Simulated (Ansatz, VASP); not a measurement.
Two plane-wave programs on Lu

File POSCAR:

```
Lu
1.0
    3.5048186286      0.0000000000      0.0000000000
   -1.7524093143      3.0352619680      0.0000000000
    0.0000000000      0.0000000000      5.4696750779
Lu
2
Direct
    0.3333333333      0.6666666667      0.2500000000
    0.6666666667      0.3333333333      0.7500000000
```

INCAR.step1

```
ALGO = Normal
EDIFF = 1E-4
ENCUT = 520
GGA = PE
ISMEAR = 1
LASPH = T
LCHARG = F
LREAL = F
LWAVE = T
NBANDS = 32
NELM = 60
PREC = Accurate
SIGMA = 0.6
```

The input INCAR.step2:

```
ALGO = Normal
EDIFF = 1E-6
ENCUT = 520
ISIF = 2
ISMEAR = 1
ISTART = 1
LASPH = T
LCHARG = F
LMIXTAU = T
LREAL = F
LWAVE = F
METAGGA = R2SCAN
NBANDS = 32
NELM = 60
PREC = Accurate
SIGMA = 0.6
```

Contents of KPOINTS:

```
k-points
0
Gamma
  10 10 6
```

Input for Ansatz:

```yaml
crystal:
  lattice:
    - [3.5048186286, 0.0, 0.0]
    - [-1.7524093143, 3.035261968, 0.0]
    - [0.0, 0.0, 5.4696750779]
  atoms:
    - { symbol: Lu, position: [0.3333333333, 0.6666666667, 0.25] }
    - { symbol: Lu, position: [0.6666666667, 0.3333333333, 0.75] }
hamiltonian:
  xc: r2scan
  pseudopotentials:
    kind: paw
    azcp:
      Lu: "pseudopotentials/Lu.paw.azcp"
basis:
  ecutwfc: 500
  fft_grid_basis: typed
kpoints:
  mp_grid: { grid: [10, 10, 6], shift: [0, 0, 0] }
magnetization:
  spin_polarized: false
scf:
  occupations: { method: methfessel_paxton, width: 0.6 }
  lower_state_search: "off"
output:
  stress: true
```

Alike in both runs: task single point; functional r2SCAN; k mesh 10 × 10 × 6; occupations methfessel-paxton of order 1, width 0.6 eV; no spin polarisation.

```csv
,VASP,Ansatz
version,VASP 6.6.1,Ansatz 0.2.0
potentials or method,"VASP PAW PBE potentials, release 64 (Lu), cutoff 520 eV","plane waves (500 eV) with PAW, scalar-relativistic"
valence electrons in the cell,50,50
```

```tsv
	VASP	Ansatz	Ansatz less VASP
pressure (GPa)	0.4	0.0	-0.33
traceless stress, the component that is largest in VASP (GPa)	0.27	0.22	-0.050
```

VASP's potentials were made for PBE, not for r2SCAN. The functional is the same, so the differences come from potentials, cutoffs and numerics.

Spin-orbit coupling is off throughout.
